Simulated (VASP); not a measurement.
A run of VASP 6.6.1 is set up as follows.

POSCAR

```
Nb
1.0
   -1.6749698576      1.6749698576      1.6749698576
    1.6749698576     -1.6749698576      1.6749698576
    1.6749698576      1.6749698576     -1.6749698576
Nb
1
Direct
    0.0000000000      0.0000000000      0.0000000000
```

The input INCAR.step1:

```
SYSTEM = Nb
PREC     = Accurate       ! precision mode
ENCUT    = 400            ! plane-wave cutoff, eV
EDIFF    = 1E-5           ! SCF threshold, eV
ISMEAR   = -1             ! smearing method
SIGMA    = 0.05           ! smearing width, eV
LREAL    = .False.        ! projectors in reciprocal space
LASPH    = .True.         ! aspherical terms in the spheres
NELM     = 120            ! most SCF steps
ALGO     = Normal         ! electronic algorithm
ISIF     = 2              ! what is computed and relaxed
LWAVE    = .True.         ! write WAVECAR
GGA      = PE             ! functional
NBANDS   = 12             ! bands
GGA_COMPAT= .False.
```

INCAR.step2

```
SYSTEM = Nb
PREC     = Accurate       ! precision mode
ENCUT    = 400            ! plane-wave cutoff, eV
EDIFF    = 1E-6           ! SCF threshold, eV
ISMEAR   = -1             ! smearing method
SIGMA    = 0.05           ! smearing width, eV
LREAL    = .False.        ! projectors in reciprocal space
LASPH    = .True.         ! aspherical terms in the spheres
NELM     = 120            ! most SCF steps
ALGO     = Normal         ! electronic algorithm
ISIF     = 2              ! what is computed and relaxed
LWAVE    = .False.        ! write WAVECAR
LCHARG   = .True.         ! write CHGCAR
GGA      = PE             ! functional
LHFCALC  = .True.         ! exact exchange
HFSCREEN = 0.2079         ! screening, 1/A
PRECFOCK = Normal       
LELF     = .True.         ! ELF
LVHAR    = .True.       
ISTART   = 1            
NBANDS   = 12             ! bands
GGA_COMPAT= .False.
```

KPOINTS

```
regular mesh
0
Gamma
  6 6 6
  0 0 0
```

Potentials or basis: VASP PAW PBE potentials, release 64 (Nb_sv).

Launch:

```sh
$ cat potpaw_PBE.64/Nb_sv/POTCAR > POTCAR
$ cp INCAR.step1 INCAR
$ mpirun -np 1 vasp_std > vasp.out
$ cp INCAR.step2 INCAR
$ mpirun -np 1 vasp_std > vasp.out
```

**Question.** What does it give for the pressure?

**Answer.** -12.7 GPa.

**Question.** What does it give for the band gap on the k mesh?

**Answer.** Zero (an odd number of electrons rules out a gap without spin polarisation).

Caveat: the k points lie up to 0.44 Å⁻¹ apart, too coarse for converged energies and pressures of a metal; the PAW data sets were made with another functional, which shifts forces and pressure a little.
